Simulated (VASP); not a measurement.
# Si24H11NF4 in VASP: single point with PBE+D3(BJ)

Aim: the single point of Si24H11NF4 with PBE+D3(BJ).

All numbers are computed with VASP 6.6.1; they aren't measurements. Logs are shortened: lines on timing, memory, paths and dates and some standing lists are left out, and cuts for length are marked.

### Step 1. The cell of the first run

The cell holds a slab with vacuum, 40 atoms: a = 7.667 Å, b = 7.667 Å, c = 27.505 Å, α = 90.00°, β = 90.00°, γ = 90.00°.

### Step 2. Single point, PBE+D3(BJ)

INCAR reads:

```
PREC = Accurate
ENCUT = 520
EDIFF = 1E-6
ISMEAR = 0
SIGMA = 0.05
LREAL = Auto
LASPH = True
NELM = 100
ALGO = Normal
ISIF = 2
LWAVE = False
LCHARG = True
LDIPOL = True
IDIPOL = 3
DIPOL = 0.5 0.5 0.451
GGA = PE
IVDW = 12
LELF = True
LVHAR = True
LVACPOTAV = True
NBANDS = 96
```

KPOINTS reads:

```
regular mesh
0
Gamma
  2 2 1
```

POSCAR reads:

```
Si24H11NF4
1.0
    7.6671877214      0.0000000000      0.0000000000
    0.0000000000      7.6671877214      0.0000000000
    0.0000000000      0.0000000000     27.5054849256
Si H F N
24 11 4 1
Direct
    0.5000000000      0.2500000000      0.3210772110
    0.5000000000      0.7500000000      0.3210772110
    0.0000000000      0.2500000000      0.3210772110
    0.0000000000      0.7500000000      0.3210772110
    0.5000000000      0.5000000000      0.3703539321
    0.5000000000      0.0000000000      0.3703539321
    0.0000000000      0.5000000000      0.3703539321
    0.0000000000      0.0000000000      0.3703539321
    0.7500000000      0.5000000000      0.4196306531
    0.7500000000      0.0000000000      0.4196306531
    0.2500000000      0.5000000000      0.4196306531
    0.2500000000      0.0000000000      0.4196306531
    0.7499769802      0.7499181762      0.4662336455
    0.7499885974      0.2500797279      0.4675007455
    0.2500504142      0.7498266379      0.4701856340
    0.2500265630      0.2501147574      0.4712556554
   -0.0068926567      0.7477758032      0.5174300854
   -0.0068161285      0.2497096374      0.5196065939
    0.5069417344      0.7478042402      0.5174554655
    0.5068311416      0.2497272481      0.5196138909
    0.9088986326     -0.0040086351      0.5613018890
    0.9086590263      0.5012483382      0.5625224346
    0.5910065747     -0.0039351464      0.5613589684
    0.5912155020      0.5012242612      0.5625726251
    0.3513173880      0.2498900867      0.2870125917
    0.3511183352      0.7500724776      0.2870881870
    0.8499906808      0.2498711171      0.2875060790
    0.8499091166      0.7501172833      0.2875455859
    0.6499867835      0.2498622599      0.2874994110
    0.6499269140      0.7501217560      0.2874840816
    0.1486423478      0.2499202548      0.2869956240
    0.1486928293      0.7500677834      0.2870145478
    0.7587781519      0.3838305695      0.6626030006
    0.6342929418      0.2105093430      0.6562359982
    0.8481719517      0.1904973675      0.6557718092
    0.9860994263     -0.0157981352      0.6166022548
    0.9946590592      0.5206842648      0.6164522419
    0.5135544616     -0.0159415019      0.6165856549
    0.5046746944      0.5211257327      0.6164070594
    0.7471610520      0.2677888601      0.6447972035
```

Potentials or basis: VASP PAW PBE potentials, release 64 (Si, H, F, N).

On the command line:

```sh
cat potpaw_PBE.64/Si/POTCAR potpaw_PBE.64/H/POTCAR potpaw_PBE.64/F/POTCAR potpaw_PBE.64/N/POTCAR > POTCAR
mpirun -np 1 vasp_std > vasp.out
```

OUTCAR:

```text
PREC = Accurate
   ENCUT = 520
   EDIFF = 1E-6
   ISMEAR = 0
   LREAL = Auto
   LASPH = True
   NELM = 100
   ISIF = 2
   GGA = PE
   IVDW = 12
 IVDW          = 12

 ion  position               nearest neighbor table
   1  0.500  0.250  0.321-  29 1.47  25 1.48   5 2.35   6 2.35
   2  0.500  0.750  0.321-  30 1.47  26 1.48   5 2.35   6 2.35
   3  0.000  0.250  0.321-  27 1.47  31 1.48   7 2.35   8 2.35
   4  0.000  0.750  0.321-  28 1.47  32 1.48   7 2.35   8 2.35
   5  0.500  0.500  0.370-   9 2.35  11 2.35   1 2.35   2 2.35
   6  0.500  0.000  0.370-  10 2.35  12 2.35   1 2.35   2 2.35
[... 16 lines left out ...]
  23  0.591  0.996  0.561-  38 1.63  19 2.34  20 2.35  21 2.44
  24  0.591  0.501  0.563-  39 1.63  19 2.35  20 2.35  22 2.43
  25  0.351  0.250  0.287-   1 1.48
  26  0.351  0.750  0.287-   2 1.48
  27  0.850  0.250  0.288-   3 1.47
  28  0.850  0.750  0.288-   4 1.47
  29  0.650  0.250  0.287-   1 1.47
  30  0.650  0.750  0.287-   2 1.47
  31  0.149  0.250  0.287-   3 1.48
  32  0.149  0.750  0.287-   4 1.48
  33  0.759  0.384  0.663-  40 1.02
  34  0.634  0.211  0.656-  40 1.02
  35  0.848  0.190  0.656-  40 1.02
  36  0.986  0.984  0.617-  21 1.63
  37  0.995  0.521  0.616-  22 1.63
  38  0.514  0.984  0.617-  23 1.63
  39  0.505  0.521  0.616-  24 1.63
  40  0.747  0.268  0.645-  33 1.02  34 1.02  35 1.02

  LATTYP: Found a simple tetragonal cell.
 ALAT       =     7.6671877214
 C/A-ratio  =     3.5874281321

  Lattice vectors:

 A1 = (   7.6671877214,   0.0000000000,   0.0000000000)
 A2 = (   0.0000000000,   7.6671877214,   0.0000000000)
 A3 = (   0.0000000000,   0.0000000000,  27.5054849256)

Analysis of symmetry for initial positions (statically):
=====================================================================
 Subroutine PRICEL returns:
 Original cell was already a primitive cell.

 Routine SETGRP: Setting up the symmetry group for a
 simple tetragonal supercell.

 Subroutine GETGRP returns: Found  1 space group operations
 (whereof  1 operations were pure point group operations)
 out of a pool of 16 trial point group operations.

The static configuration has the point symmetry C_1 .

Analysis of symmetry for dynamics (positions and initial velocities):
=====================================================================
 Subroutine PRICEL returns:
 Original cell was already a primitive cell.

 Routine SETGRP: Setting up the symmetry group for a
 simple tetragonal supercell.

 Subroutine GETGRP returns: Found  1 space group operations
 (whereof  1 operations were pure point group operations)
 out of a pool of 16 trial point group operations.

The dynamic configuration has the point symmetry C_1 .

 Subroutine INISYM returns: Found  1 space group operations
 (whereof  1 operations are pure point group operations),
 and found     1 'primitive' translations

----------------------------------------------------------------------------------------

                                     Primitive cell

  volume of cell :    1616.9310

  direct lattice vectors                    reciprocal lattice vectors
     7.667187721  0.000000000  0.000000000     0.130425918  0.000000000  0.000000000
     0.000000000  7.667187721  0.000000000     0.000000000  0.130425918  0.000000000
     0.000000000  0.000000000 27.505484926     0.000000000  0.000000000  0.036356385

  length of vectors
     7.667187721  7.667187721 27.505484926     0.130425918  0.130425918  0.036356385

  position of ions in fractional coordinates (direct lattice)
     0.500000000  0.250000000  0.321077211
     0.500000000  0.750000000  0.321077211
     0.000000000  0.250000000  0.321077211
     0.000000000  0.750000000  0.321077211
     0.500000000  0.500000000  0.370353932
     0.500000000  0.000000000  0.370353932
[... 32 lines left out ...]
     0.504674694  0.521125733  0.616407059
     0.747161052  0.267788860  0.644797203

  ion indices of the primitive-cell ions
   primitive index   ion index
                 1           1
                 2           2
                 3           3
                 4           4
                 5           5
                 6           6
[... 32 lines left out ...]
                39          39
                40          40

----------------------------------------------------------------------------------------

 KPOINTS: regular mesh

Automatic generation of k-mesh.
 Grid dimensions read from file:
 generate k-points for:    2    2    1

 Generating k-lattice:

  Cartesian coordinates                     Fractional coordinates (reciprocal lattice)
     0.065212959  0.000000000  0.000000000     0.500000000  0.000000000  0.000000000
     0.000000000  0.065212959  0.000000000     0.000000000  0.500000000  0.000000000
     0.000000000  0.000000000  0.036356385     0.000000000  0.000000000  1.000000000

  Length of vectors
     0.065212959  0.065212959  0.036356385

  Shift w.r.t. Gamma in fractional coordinates (k-lattice)
     0.000000000  0.000000000  0.000000000

 Subroutine IBZKPT returns following result:
 ===========================================

 Found      4 irreducible k-points:

 Following reciprocal coordinates:
            Coordinates               Weight
  0.000000  0.000000  0.000000      1.000000
  0.500000  0.000000  0.000000      1.000000
  0.000000  0.500000  0.000000      1.000000
  0.500000  0.500000  0.000000      1.000000
   k-points           NKPTS =      4   k-points in BZ     NKDIM =      4   number of bands    NBANDS=     96
   number of dos      NEDOS =    301   number of ions     NIONS =     40
   total plane-waves  NPLWV = 756000
   dimension x,y,z NGX =    60 NGY =   60 NGZ =  210
   dimension x,y,z NGXF=   120 NGYF=  120 NGZF=  420
   ions per type =              24  11   4   1
   NGX,Y,Z   is equivalent  to a cutoff of  13.01, 13.01, 12.69 a.u.
   NGXF,Y,Z  is equivalent  to a cutoff of  26.02, 26.02, 25.39 a.u.
 SYSTEM =  unknown system
   PREC   = accura    normal or accurate (medium, high low for compatibility)
   ISTART =      0    job   : 0-new  1-cont  2-samecut
   ICHARG =      2    charge: 1-file 2-atom 10-const
   ISPIN  =      1    spin polarized calculation?
   LNONCOLLINEAR =      F non collinear calculations
   LSORBIT =      F    spin-orbit coupling
   LASPH  =      T    aspherical Exc in radial PAW
   ENCUT  =  520.0 eV  38.22 Ry    6.18 a.u.  14.26 14.26 51.14*2*pi/ulx,y,z
   NELM   =    100;   NELMIN=  2; NELMDL= -5     # of ELM steps
   EDIFF  = 0.1E-05   stopping-criterion for ELM
   LREAL  =      T    real-space projection
   EDIFFG = 0.1E-04   stopping-criterion for IOM
   NSW    =      0    number of steps for IOM
[... 5 lines left out ...]
   TEBEG  =    0.0;   TEEND  =   0.0 temperature during run
   PSTRESS=    0.0 pullay stress
   NELECT =     140.0000    total number of electrons
   NUPDOWN=      -1.0000    fix difference up-down
   EMIN   =  10.00;   EMAX   =-10.00  energy-range for DOS
   EFERMI =   0.00;   METHOD = LEGACY
   ISMEAR =     0;   SIGMA  =   0.05  broadening in eV -4-tet -1-fermi 0-gaus
   EFERMI_NEDOS =   21; number of points for ismear=-14 and -15
   IALGO  =     38    algorithm
   IMIX   =      4    mixing-type and parameters
     AMIX     =   0.40;   BMIX     =  1.00
     AMIX_MAG =   1.60;   BMIX_MAG =  1.00
  volume/ion in A,a.u.               =      40.42       272.79
  Fermi-wavevector in a.u.,A,eV,Ry     =   0.724248  1.368629  7.136725  0.524534
  Thomas-Fermi vector in A             =   1.814669
   LORBIT       =      0    0 simple, 1 ext, 2 COOP (PROOUT), +10 PAW based schemes
   GGA     = PE    functional components
   LHFCALC =     F    Hartree Fock is set to
   AEXX    =    0.0000 exact exchange contribution
   IVDW    =    12    specifies the selected vdW correction
   LEPSILON=     F    determine dielectric tensor
   LRPA    =     F    only Hartree local field effects (RPA)
 non-spin polarized calculation
 Gauss-broadening in eV      SIGMA  =   0.05
  energy-cutoff  :      520.00
  volume of cell :     1616.93
 maximum number of plane-waves:     43608
 NGX is ok and might be reduce to    60
   NGX = 29   NGY = 29   NGZ =103

 dipolmoment           0.000000      0.000000     -0.022952 electrons x Angstroem

 number of electron     139.9999983 magnetization

 dipolmoment           0.000000      0.000000      0.159058 electrons x Angstroem

 Free energy of the ion-electron system (eV)
  ---------------------------------------------------
  ext. energy  EPLUGINS =         0.00000000
  ---------------------------------------------------
  free energy    TOTEN  =      -195.03720481 eV

  energy without entropy =     -195.03720481  energy(sigma->0) =     -195.03720481

 E-fermi :  -1.4571     XC(G=0):  -3.8202

 val. band max:       -1.7235972535   @ k =   0.5000   0.0000   0.0000
 cond. band min:      -0.7046917342   @ k =   0.0000   0.0000   0.0000
 fundamental gap:      1.0189055193
 Fermi energy:        -1.4570646105

 k-point     1 :       0.0000    0.0000    0.0000
  band No.  band energies     occupation
      1     -26.2463      2.00000
      2     -26.2152      2.00000
      3     -26.1578      2.00000
      4     -26.1336      2.00000
      5     -18.0351      2.00000
      6     -13.1343      2.00000
[... 74 lines left out ...]
     81       0.8944      0.00000
     82       0.9386      0.00000

 k-point     2 :       0.5000    0.0000    0.0000
  band No.  band energies     occupation
      1     -26.2448      2.00000
      2     -26.2169      2.00000
      3     -26.1556      2.00000
      4     -26.1360      2.00000
      5     -18.0351      2.00000
      6     -12.8050      2.00000
[... 74 lines left out ...]
     81       1.1075      0.00000
     82       1.1311      0.00000

 k-point     3 :       0.0000    0.5000    0.0000
  band No.  band energies     occupation
      1     -26.2457      2.00000
      2     -26.2147      2.00000
      3     -26.1586      2.00000
      4     -26.1342      2.00000
      5     -18.0351      2.00000
      6     -12.6157      2.00000
[... 74 lines left out ...]
     81       1.2922      0.00000
     82       1.3075      0.00000

 k-point     4 :       0.5000    0.5000    0.0000
  band No.  band energies     occupation
      1     -26.2442      2.00000
      2     -26.2163      2.00000
      3     -26.1562      2.00000
      4     -26.1366      2.00000
      5     -18.0351      2.00000
      6     -12.2800      2.00000
[... 74 lines left out ...]
     81       1.6264      0.00000
     82       1.7021      0.00000
 [bands above 82 left out]

------------------------ aborting loop because EDIFF is reached ----------------------------------------

 Edisp (eV)   -6.51453

 E8    (eV) :    -2.6668

  FORCE on cell =-STRESS in cart. coord.  units (eV):
  Direction    XX          YY          ZZ          XY          YZ          ZX
  --------------------------------------------------------------------------------------
  -------------------------------------------------------------------------------------
  Total      12.11950     3.05606    -0.64917     0.00245     0.03611     0.01079
  in kB      12.00891     3.02817    -0.64325     0.00243     0.03578     0.01069
  external pressure =        4.80 kB  Pullay stress =        0.00 kB

 VOLUME and BASIS-vectors are now :
 -----------------------------------------------------------------------------
  energy-cutoff  :      520.00
  volume of cell :     1616.93
      direct lattice vectors                 reciprocal lattice vectors
     7.667187721  0.000000000  0.000000000     0.130425918  0.000000000  0.000000000
     0.000000000  7.667187721  0.000000000     0.000000000  0.130425918  0.000000000
     0.000000000  0.000000000 27.505484926     0.000000000  0.000000000  0.036356385

 POSITION                                       TOTAL-FORCE (eV/Angst)
 -----------------------------------------------------------------------------------
      3.83359      1.91680      8.83138        -0.075946     -0.000764      0.153230
      3.83359      5.75039      8.83138        -0.068186      0.000169      0.172995
      0.00000      1.91680      8.83138         0.076026     -0.000397      0.152003
      0.00000      5.75039      8.83138         0.067626      0.000040      0.171621
      3.83359      3.83359     10.18676         0.043557     -0.043505     -0.130424
      3.83359      0.00000     10.18676         0.045112      0.040564     -0.127013
[... 32 lines left out ...]
      3.86944      3.99557     16.95458        -0.071601      0.017469      0.170714
      5.72862      2.05319     17.73546         0.006141      0.004696      0.027167
 -----------------------------------------------------------------------------------
    total drift:                               -0.001881      0.001261      0.030107

  FREE ENERGIE OF THE ION-ELECTRON SYSTEM (eV)
  ---------------------------------------------------
  free  energy   TOTEN  =      -201.5517371579 eV

  energy  without entropy=     -201.5517371579  energy(sigma->0) =     -201.55173716

 vacuum level on the upper side and lower side of the slab         3.701         3.212
```

Wall time 58 min (1 thread of Intel Xeon 8259CL, shared host); peak memory 1.6 GiB.

Results:

- Free energy: -201.5517 eV
- Largest force: 0.496 eV/Å
- Band gap on the k mesh: 1.02 eV (least direct gap 1.19 eV)
- Dispersion energy per atom: -0.163 eV

Forces on the atoms (eV/Å):
```
Si  -0.076 -0.001  0.153
Si  -0.068  0.000  0.173
Si   0.076  0.000  0.152
Si   0.068  0.000  0.172
Si   0.044 -0.044 -0.130
Si   0.045  0.041 -0.127
Si  -0.042 -0.044 -0.131
Si  -0.043  0.041 -0.128
Si   0.000 -0.088 -0.488
Si   0.000  0.091 -0.470
Si   0.000 -0.060  0.384
Si   0.000  0.058  0.406
Si  -0.001  0.005 -0.004
Si   0.000  0.004 -0.005
Si   0.001  0.000  0.002
Si   0.000  0.004  0.001
Si  -0.005  0.003  0.000
Si  -0.008 -0.004 -0.002
Si   0.006  0.004 -0.003
Si   0.009 -0.004 -0.001
Si  -0.074  0.012 -0.194
Si  -0.082 -0.021 -0.172
Si   0.072  0.012 -0.192
Si   0.079 -0.024 -0.168
H    0.005  0.000  0.007
H    0.005 -0.001  0.008
H    0.006  0.000  0.008
H    0.006 -0.001  0.008
H   -0.006  0.000  0.008
H   -0.007 -0.001  0.008
H   -0.006  0.000  0.008
H   -0.007  0.000  0.009
H    0.000  0.011 -0.009
H   -0.006 -0.007 -0.014
H    0.003 -0.001 -0.014
F    0.069 -0.012  0.187
F    0.070  0.015  0.174
F   -0.069 -0.012  0.185
F   -0.072  0.017  0.171
N    0.006  0.005  0.027
```
